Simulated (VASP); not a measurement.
Set up this calculation in VASP 6.6.1, as the native input.

- Task: single point
- Functional: LDA
- Potentials or basis: VASP PAW LDA potentials, release 64 (Mo_sv)
- Cutoff: 500 eV
- k mesh: 18 × 18 × 18
- Occupations: gaussian, width 0.1 eV
- Spin: no spin polarisation
- Dipole correction: no
- Further INCAR settings: ALGO = Normal; EDIFF = 1e-06; NBANDS = 13

The structure of Mo lies in POSCAR:

```
Mo
1.0
   -1.5710659086      1.5710659086      1.5710659086
    1.5710659086     -1.5710659086      1.5710659086
    1.5710659086      1.5710659086     -1.5710659086
Mo
1
Direct
    0.0000000000      0.0000000000      0.0000000000
```

This cell differs from its parent crystal: volume scaled by 1.03.

The input as run:

INCAR

```
SYSTEM = Mo
PREC     = Accurate       ! precision mode
ENCUT    = 500            ! plane-wave cutoff, eV
EDIFF    = 1E-6           ! SCF threshold, eV
ISMEAR   = 0              ! smearing method
SIGMA    = 0.1            ! smearing width, eV
LREAL    = .False.        ! projectors in reciprocal space
LASPH    = .True.         ! aspherical terms in the spheres
NELM     = 120            ! most SCF steps
ALGO     = Normal         ! electronic algorithm
ISIF     = 2              ! what is computed and relaxed
LWAVE    = .False.        ! write WAVECAR
LCHARG   = .False.        ! write CHGCAR
NBANDS   = 13             ! bands
GGA_COMPAT= .False.
```

KPOINTS

```
regular mesh
0
Gamma
  18 18 18
  0 0 0
```

Potentials or basis: VASP PAW LDA potentials, release 64 (Mo_sv).

Command:

```bash
$ cat potpaw_LDA.64/Mo_sv/POTCAR > POTCAR
$ mpirun -np 1 vasp_std > vasp.out
```

Results of the run:

The pressure is -7.1 GPa and the band gap on the k mesh is zero (band 7 reaches 16.64 eV, above the bottom of band 8 at 11.20 eV).

Run time: 16 s on 1 thread of Intel Xeon 6975P-C, on a shared host, peak memory 0.14 GiB.
